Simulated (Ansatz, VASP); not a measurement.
## One calculation of ZnCu, two programs

```xyz
2
Lattice="2.9838 0.0000 0.0000 0.0000 2.9838 0.0000 0.0000 0.0000 2.9838" Properties=species:S:1:pos:R:3 pbc="T T T"
Zn    1.4919    1.4919    1.4919
Cu    0.0000    0.0000    0.0000
```

Alike in both runs: task single point; functional PBEsol; k mesh 9 × 9 × 9; occupations fermi-dirac, width 0.05 eV; no spin polarisation.

|  | VASP | Ansatz |
| --- | --- | --- |
| version | VASP 6.6.1 | Ansatz 0.2.0 |
| potentials or method | VASP PAW PBE potentials, release 64 (Zn, Cu_sv_GW) | Ansatz PAW |
| plane-wave cutoff (eV) | 820 | 420 |
| valence electrons in the cell | 31 | 31 |

Ansatz gave:

* gap on the k mesh at the Fermi level (eV): none
* pressure (GPa): -8.5

Q: Estimate VASP's values.

A: gap on the k mesh at the Fermi level (eV): none; pressure (GPa): -9.3.

VASP's potentials were made for PBE, not for PBEsol. A gap of «none» marks a metal or a gap that the smearing closes. With one functional, cell and mesh, what is left measures potentials, basis and numerics.
